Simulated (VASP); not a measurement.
Set up this calculation in VASP 6.6.1, as the native input.

```
Task                   : single point
Functional             : PBEsol
Potentials or basis    : VASP PAW PBE potentials, release 64 (Pd)
Cutoff                 : 520 eV
k mesh                 : 10 × 10 × 10
Occupations            : methfessel-paxton, width 0.15 eV
Spin                   : no spin polarisation
Dipole correction      : no
Further INCAR settings : ALGO = Normal; EDIFF = 1e-07; NBANDS = 11
```

The structure of Pd lies in POSCAR:

```
Pd
1.0
    0.0000000000      1.9067643606      1.9067643606
    1.9067643606      0.0000000000      1.9067643606
    1.9067643606      1.9067643606      0.0000000000
Pd
1
Direct
    0.0000000000      0.0000000000      0.0000000000
```

These files were run (other wordings do the same):

INCAR

```
SYSTEM = Pd
PREC = Accurate
ENCUT = 520
EDIFF = 1E-7
ISMEAR = 1
SIGMA = 0.15
LREAL = .False.
LASPH = .True.
NELM = 80
ALGO = Normal
ISIF = 2
LWAVE = .False.
LCHARG = .True.
GGA = PS
LELF = .True.
LVHAR = .True.
NBANDS = 11
```

KPOINTS

```
Automatic mesh
0
Gamma
  10 10 10
  0 0 0
```

Potentials or basis: VASP PAW PBE potentials, release 64 (Pd).

Command:

```console
$ cat potpaw_PBE.64/Pd/POTCAR > POTCAR
$ mpirun -np 1 vasp_std > vasp.out
```

It gave:

```json
{
 "Pressure": "10.6 GPa",
 "Band gap on the k mesh": "zero (band 5 reaches 11.06 eV, above the bottom of band 6 at 9.31 eV)"
}
```

Caveat: the PAW data sets were made with another functional, which shifts forces and pressure a little.

Run time: 5.3 s on 1 thread of AMD EPYC 7R13 Processor (Zen 3), with other jobs on the host, peak memory 0.09 GiB.
